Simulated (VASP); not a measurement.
# LiTlS2 (P-4m2) in VASP: G0W0 quasiparticle levels with PBE

Aim: the G0W0 quasiparticle levels of LiTlS2 with PBE.

All numbers are computed with VASP 6.6.1; they aren't measurements. Logs are shortened: lines on timing, memory, paths and dates and some standing lists are left out, and cuts for length are marked.

## Step 1: The cell of the first run

Symmetry: P-4m2, No. 115, tetragonal system. The conventional cell has a = 4.067 Å, b = 4.067 Å, c = 5.719 Å, α = 90.00°, β = 90.00°, γ = 90.00°. Within 3.2 Å of Li (site symmetry -4m2) lie 4 S at 2.42 Å. S (site symmetry 2mm) has 2 Li at 2.42 Å and 2 Tl at 2.55 Å within 3.2 Å. Within 3.4 Å of Tl (site symmetry -4m2) lie 4 S at 2.55 Å.

## Step 2: G0W0 quasiparticle levels, PBE

POSCAR reads:

```
LiTlS2
1.0
    4.0667718535      0.0000000000      0.0000000000
    0.0000000000      4.0667718535      0.0000000000
    0.0000000000      0.0000000000      5.7187778076
Li S Tl
1 2 1
Direct
    0.0000000000      0.0000000000      0.0000000000
    0.0000000000      0.5000000000      0.2309016898
    0.5000000000      0.0000000000      0.7690983102
    0.5000000000      0.5000000000      0.5000000000
```

INCAR.step1 reads:

```
SYSTEM = LiTlS2
ALGO     = Normal         ! electronic algorithm
EDIFF    = 1E-8           ! SCF threshold, eV
ENCUT    = 500            ! plane-wave cutoff, eV
GGA      = PE             ! functional
ISMEAR   = 0              ! smearing method
LASPH    = .TRUE.         ! aspherical terms in the spheres
LCHARG   = .FALSE.        ! write CHGCAR
LREAL    = .FALSE.        ! projectors in reciprocal space
LWAVE    = .TRUE.         ! write WAVECAR
NELM     = 80             ! most SCF steps
PREC     = Accurate       ! precision mode
SIGMA    = 0.01           ! smearing width, eV
```

INCAR.step2 reads:

```
SYSTEM = LiTlS2
ALGO     = Exact          ! electronic algorithm
EDIFF    = 1E-8           ! SCF threshold, eV
ENCUT    = 500            ! plane-wave cutoff, eV
GGA      = PE             ! functional
ISMEAR   = 0              ! smearing method
ISTART   = 1            
LASPH    = .TRUE.         ! aspherical terms in the spheres
LCHARG   = .FALSE.        ! write CHGCAR
LOPTICS  = .TRUE.         ! frequency-dependent dielectric function
LREAL    = .FALSE.        ! projectors in reciprocal space
LWAVE    = .TRUE.         ! write WAVECAR
NBANDS   = 167            ! bands
NELM     = 1              ! most SCF steps
PREC     = Accurate       ! precision mode
SIGMA    = 0.01           ! smearing width, eV
```

INCAR.step3 reads:

```
SYSTEM = LiTlS2
ALGO     = EVGW0          ! electronic algorithm
EDIFF    = 1E-8           ! SCF threshold, eV
ENCUT    = 500            ! plane-wave cutoff, eV
ENCUTGW  = 80.0           ! cutoff of the response function
GGA      = PE             ! functional
ISMEAR   = 0              ! smearing method
ISTART   = 1            
LASPH    = .TRUE.         ! aspherical terms in the spheres
LCHARG   = .FALSE.        ! write CHGCAR
LREAL    = .FALSE.        ! projectors in reciprocal space
LWAVE    = .FALSE.        ! write WAVECAR
NBANDS   = 167            ! bands
NBANDSGW = 22           
NELMGW   = 1            
NOMEGA   = 96             ! frequency points
OMEGAMAX = 20           
PREC     = Accurate       ! precision mode
PRECFOCK = Fast         
SIGMA    = 0.01           ! smearing width, eV
```

KPOINTS reads:

```
k-points
0
G
  4 4 2
  0 0 0
```

Potentials or basis: VASP PAW PBE potentials, release 64 (Li_GW, S_GW, Tl_d_GW).

Command:

```
$ cat potpaw_PBE.64/Li_GW/POTCAR potpaw_PBE.64/S_GW/POTCAR potpaw_PBE.64/Tl_d_GW/POTCAR > POTCAR
$ cp INCAR.step1 INCAR
$ mpirun -np 1 vasp_std > vasp.out
$ cp INCAR.step2 INCAR
$ mpirun -np 1 vasp_std > vasp.out
$ cp INCAR.step3 INCAR
$ mpirun -np 1 vasp_std > vasp.out
```

OUTCAR:

```text
SYSTEM = LiTlS2
   EDIFF = 1E-8
   ENCUT = 500
   ENCUTGW = 80.0
   GGA = PE
   ISMEAR = 0
   ISTART = 1
   LASPH = .TRUE.
   LREAL = .FALSE.
   NELMGW = 1
   PREC = Accurate
   PRECFOCK = Fast

 ion  position               nearest neighbor table
   1  0.000  0.000  0.000-   2 2.42   3 2.42   2 2.42   3 2.42
   2  0.000  0.500  0.231-   1 2.42   1 2.42   4 2.55   4 2.55
   3  0.500  0.000  0.769-   1 2.42   1 2.42   4 2.55   4 2.55
   4  0.500  0.500  0.500-   2 2.55   3 2.55   3 2.55   2 2.55

  LATTYP: Found a simple tetragonal cell.
 ALAT       =     4.0667718535
 C/A-ratio  =     1.4062204652

  Lattice vectors:

 A1 = (   4.0667718535,   0.0000000000,   0.0000000000)
 A2 = (   0.0000000000,   4.0667718535,   0.0000000000)
 A3 = (   0.0000000000,   0.0000000000,   5.7187778076)

Analysis of symmetry for initial positions (statically):
=====================================================================
 Subroutine PRICEL returns:
 Original cell was already a primitive cell.

 Routine SETGRP: Setting up the symmetry group for a
 simple tetragonal supercell.

 Subroutine GETGRP returns: Found  8 space group operations
 (whereof  8 operations were pure point group operations)
 out of a pool of 16 trial point group operations.

The static configuration has the point symmetry D_2d.

Analysis of symmetry for dynamics (positions and initial velocities):
=====================================================================
 Subroutine PRICEL returns:
 Original cell was already a primitive cell.

 Routine SETGRP: Setting up the symmetry group for a
 simple tetragonal supercell.

 Subroutine GETGRP returns: Found  8 space group operations
 (whereof  8 operations were pure point group operations)
 out of a pool of 16 trial point group operations.

The dynamic configuration has the point symmetry D_2d.

 Subroutine INISYM returns: Found  8 space group operations
 (whereof  8 operations are pure point group operations),
 and found     1 'primitive' translations

----------------------------------------------------------------------------------------

                                     Primitive cell

  volume of cell :      94.5808

  direct lattice vectors                    reciprocal lattice vectors
[... 47 lines left out ...]
            Coordinates               Weight
  0.000000  0.000000  0.000000      1.000000
  0.250000  0.000000  0.000000      4.000000
  0.500000  0.000000  0.000000      2.000000
  0.250000  0.250000  0.000000      4.000000
  0.500000  0.250000  0.000000      4.000000
  0.500000  0.500000  0.000000      1.000000
  0.000000  0.000000  0.500000      1.000000
  0.250000  0.000000  0.500000      4.000000
  0.500000  0.000000  0.500000      2.000000
  0.250000  0.250000  0.500000      4.000000
  0.500000  0.250000  0.500000      4.000000
  0.500000  0.500000  0.500000      1.000000
   k-points           NKPTS =     12   k-points in BZ     NKDIM =     32   number of bands    NBANDS=    167
   number of dos      NEDOS =    301   number of ions     NIONS =      4
   total plane-waves  NPLWV =  37800
   dimension x,y,z NGX =    30 NGY =   30 NGZ =   42
   dimension x,y,z NGXF=    60 NGYF=   60 NGZF=   84
   ions per type =               1   2   1
   NGX,Y,Z   is equivalent  to a cutoff of  12.26, 12.26, 12.21 a.u.
   NGXF,Y,Z  is equivalent  to a cutoff of  24.53, 24.53, 24.42 a.u.
 SYSTEM =  LiTlS2
   PREC   = accura    normal or accurate (medium, high low for compatibility)
   ISTART =      1    job   : 0-new  1-cont  2-samecut
   ICHARG =      0    charge: 1-file 2-atom 10-const
   ISPIN  =      1    spin polarized calculation?
   LNONCOLLINEAR =      F non collinear calculations
   LSORBIT =      F    spin-orbit coupling
   LASPH  =      T    aspherical Exc in radial PAW
   ENCUT  =  500.0 eV  36.75 Ry    6.06 a.u.   7.41  7.41 10.43*2*pi/ulx,y,z
   NELM   =     60;   NELMIN=  2; NELMDL=  0     # of ELM steps
   EDIFF  = 0.1E-07   stopping-criterion for ELM
   LREAL  =      F    real-space projection
   EDIFFG = 0.1E-06   stopping-criterion for IOM
   NSW    =      0    number of steps for IOM
   IBRION =     -1    ionic relax: 0-MD 1-quasi-New 2-CG
   NFREE  =      0    steps in history (QN), initial steepest desc. (CG)
   ISIF   =      0    stress and relaxation
   ISYM   =      3    0-nonsym 1-usesym 2-fastsym
   POTIM  = 0.5000    time-step for ionic-motion
   TEBEG  =    0.0;   TEEND  =   0.0 temperature during run
   PSTRESS=    0.0 pullay stress
   NELECT =      28.0000    total number of electrons
   NUPDOWN=      -1.0000    fix difference up-down
   EMIN   =  10.00;   EMAX   =-10.00  energy-range for DOS
   EFERMI =   0.00;   METHOD = LEGACY
   ISMEAR =     0;   SIGMA  =   0.01  broadening in eV -4-tet -1-fermi 0-gaus
   EFERMI_NEDOS =   21; number of points for ismear=-14 and -15
   IALGO  =     38    algorithm
   IMIX   =      4    mixing-type and parameters
     AMIX     =   0.40;   BMIX     =  1.00
     AMIX_MAG =   1.60;   BMIX_MAG =  1.00
  volume/ion in A,a.u.               =      23.65       159.57
  Fermi-wavevector in a.u.,A,eV,Ry     =   1.091088  2.061858 16.197377  1.190474
  Thomas-Fermi vector in A             =   2.227326
   LORBIT       =      0    0 simple, 1 ext, 2 COOP (PROOUT), +10 PAW based schemes
   GGA     = PE    functional components
   LHFCALC =     T    Hartree Fock is set to
   PRECFOCK=fast      Normal, Fast or Accurate (Low or Medium for compatibility)
   ENCUT4O =  -1.0   cutoff for four orbital integrals eV
   NKREDX  =     1    reduce k-point grid by
   NKREDY  =     1    reduce k-point grid by
   NKREDZ  =     1    reduce k-point grid by
   AEXX    =    1.0000 exact exchange contribution
   HFSCREEN=    0.0000 screening length (either q_TF or 0.3 A-1)
   HFSCREENC=   0.0000 screening length for correlation (either q_TF or 0.3 A-1)
   ENCUTFOCK=  -1.0 apply spherical cutoff to Coloumb kernel
   IVDW    =     0    specifies the selected vdW correction
   LEPSILON=     F    determine dielectric tensor
   LRPA    =     F    only Hartree local field effects (RPA)
   LRPAFORCE           =     F    calculate RPA forces
   ENCUTGW             =  80.0    cutoff for response function in eV
   ENCUTGWSOFT         =  64.0    soft cutoff for Coulomb kernel in GW response function in eV
   ENCUTLF             =  -1.0    cutoff for local field effects
   NELMGW              =     1    number of iterations in solving QP/BSE equation
   NELMHF              =     1    number of iterations in the inner HF iteration
   NKREDLFX            =     1    NKREDLFY  =   1   NKREDLFZ  =   1
 non-spin polarized calculation
 Gauss-broadening in eV      SIGMA  =   0.01
  energy-cutoff  :      500.00
  volume of cell :       94.58
 maximum number of plane-waves:      2429
 NGX is ok and might be reduce to    30
  NGX = 16; NGY = 16; NGZ = 24
   NGX = 15   NGY = 15   NGZ = 21
 maximum number of plane-waves:       168
 NGX is ok and might be reduce to    14

 QP shifts <psi_nk| G(iteration)W_0 |psi_nk>: iteration 1
 for sc-GW calculations column KS-energies equals QP-energies in previous step
 and V_xc(KS)=  KS-energies - (<T + V_ion + V_H > + <T+V_H+V_ion>^1  + <V_x>^1)

 k-point   1 :       0.0000    0.0000    0.0000
  band No.  KS-energies  QP-energies   sigma(KS)   V_xc(KS)     V^pw_x(r,r')   Z            occupation Imag(sigma)

      1    -124.9210    -135.0059     -26.8423     -11.8437     -34.6761       0.6724       2.0000       0.1458
      2     -11.3835     -11.3962     -12.9848     -12.9627     -20.8006       0.5753       2.0000       1.1459
      3     -11.1022     -11.6058     -15.3466     -14.5354     -22.3524       0.6207       2.0000       0.7724
      4      -9.7784     -11.4022     -18.5851     -16.2571     -23.8388       0.6975       2.0000       0.2928
      5      -9.7784     -11.4022     -18.5851     -16.2571     -23.8388       0.6975       2.0000       0.2928
      6      -9.6454     -11.2677     -18.5521     -16.1911     -23.6720       0.6871       2.0000       0.1843
[... 300 lines left out ...]
     21       9.0857       9.3182      -8.2584      -8.5728      -4.0729       0.7394       0.0000      -0.1398
     22      10.4835      10.9203      -8.8082      -9.4261      -4.0285       0.7070       0.0000      -0.2174
```

OUTCAR.step1:

```text
SYSTEM = LiTlS2
   EDIFF = 1E-8
   ENCUT = 500
   GGA = PE
   ISMEAR = 0
[... 467 lines left out ...]
      0.00000      0.00000      0.00000         0.000000     -0.000000      0.000000
      0.00000      2.03339      1.32048         0.000000     -0.000000     -0.178017
      2.03339      0.00000      4.39830         0.000000     -0.000000      0.178017
      2.03339      2.03339      2.85939         0.000000      0.000000      0.000000
 -----------------------------------------------------------------------------------
    total drift:                                0.000000      0.000000      0.000000

  FREE ENERGIE OF THE ION-ELECTRON SYSTEM (eV)
  ---------------------------------------------------
  free  energy   TOTEN  =       -14.8338454911 eV

  energy  without entropy=      -14.8338454911  energy(sigma->0) =      -14.83384549
```

OUTCAR.step2:

```text
SYSTEM = LiTlS2
   EDIFF = 1E-8
   ENCUT = 500
   GGA = PE
   ISMEAR = 0
[... 899 lines left out ...]
     0.00000    12.46777    12.46777     9.75876     0.00000    -0.00000     0.00000
     2.40769     1.24883     1.24883     2.97251     0.00000    -0.00000     0.00000
     4.81538     3.49250     3.49250     4.37314     0.00000    -0.00000     0.00000
     7.22307     1.54967     1.54967    -0.39461     0.00000    -0.00000    -0.00000
     9.63076    -1.19802    -1.19802    -1.72672     0.00000    -0.00000    -0.00000
    12.03845    -0.47649    -0.47649    -0.83383     0.00000    -0.00000    -0.00000
[... 92 lines left out ...]
   235.95364     0.99187     0.99187     0.99199     0.00000     0.00000    -0.00000
   238.36133     0.99204     0.99204     0.99216     0.00000     0.00000    -0.00000
```

Run time: 8.6 min. Hardware: 1 thread of Intel Xeon 6975P-C (Granite Rapids), shared host; peak memory 1.7 GiB.

What came out:

```
Quasiparticle gap                                   : 1.65 eV
Least direct quasiparticle gap                      : 1.65 eV
Band gap of the starting levels on the mesh         : 0.92 eV
Least direct gap of the starting levels on the mesh : 0.92 eV
```

Caveat: the k points lie up to 0.55 Å⁻¹ apart; bands, screening cutoff and mesh are small and nothing is extrapolated, so the quasiparticle values aren't converged; spin-orbit coupling is left out, which moves the levels of the heavy elements.
